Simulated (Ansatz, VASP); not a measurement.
One calculation of Sb, two programs

The input INCAR:

```
PREC = Accurate ; ENCUT = 520
EDIFF = 1E-6 ; ISMEAR = -1
SIGMA = 0.1 ; LREAL = False
LASPH = True ; NELM = 100
ALGO = Normal ; ISIF = 2
LWAVE = False ; LCHARG = False
GGA = B5 ; ALDAX = 1.0
AGGAX = 1.0 ; AGGAC = 1.0
ALDAC = 0.0 ; NBANDS = 12
```

File KPOINTS:

```
regular mesh
0
Gamma
  9 9 9
```

Contents of POSCAR:

```
Sb
1.0
    0.0000000000      3.6732513956      3.6732513956
    3.6732513956      0.0000000000      3.6732513956
    3.6732513956      3.6732513956      0.0000000000
Sb
2
Direct
    0.1250000000      0.1250000000      0.1250000000
    0.8750000000      0.8750000000      0.8750000000
```

Input for Ansatz:

```yaml
crystal:
  lattice:
    - [0.0, 3.6732513956, 3.6732513956]
    - [3.6732513956, 0.0, 3.6732513956]
    - [3.6732513956, 3.6732513956, 0.0]
  atoms:
    - { symbol: Sb, position: [0.125, 0.125, 0.125] }
    - { symbol: Sb, position: [0.875, 0.875, 0.875] }
hamiltonian:
  xc: blyp
  pseudopotentials:
    kind: paw
    azcp:
      Sb: "pseudopotentials/Sb.paw.azcp"
basis:
  ecutwfc: 420
  fft_grid_basis: typed
kpoints:
  mp_grid: { grid: [9, 9, 9], shift: [0, 0, 0] }
magnetization:
  spin_polarized: false
scf:
  occupations: { method: fermi_dirac, width: 0.1 }
  lower_state_search: "off"
output:
  stress: true
```

Alike in both runs: task single point; functional BLYP; k mesh 9 × 9 × 9; occupations fermi-dirac, width 0.1 eV; no spin polarisation.

|  | VASP | Ansatz |
| --- | --- | --- |
| version | VASP 6.6.1 | Ansatz 0.2.0 |
| potentials or method | VASP PAW PBE potentials, release 64 (Sb), cutoff 520 eV | plane waves (420 eV) with PAW, scalar-relativistic |
| valence electrons in the cell | 10 | 30 |

|  | VASP | Ansatz | Ansatz less VASP |
| --- | --- | --- | --- |
| pressure (GPa) | -1.7 | -1.8 | -0.10 |

VASP's potentials were made for PBE, not for BLYP. VASP's potentials hold 10 valence electrons a cell and Ansatz's 30, so a difference there can come from the potentials and not from the codes.

Spin-orbit coupling is off throughout.
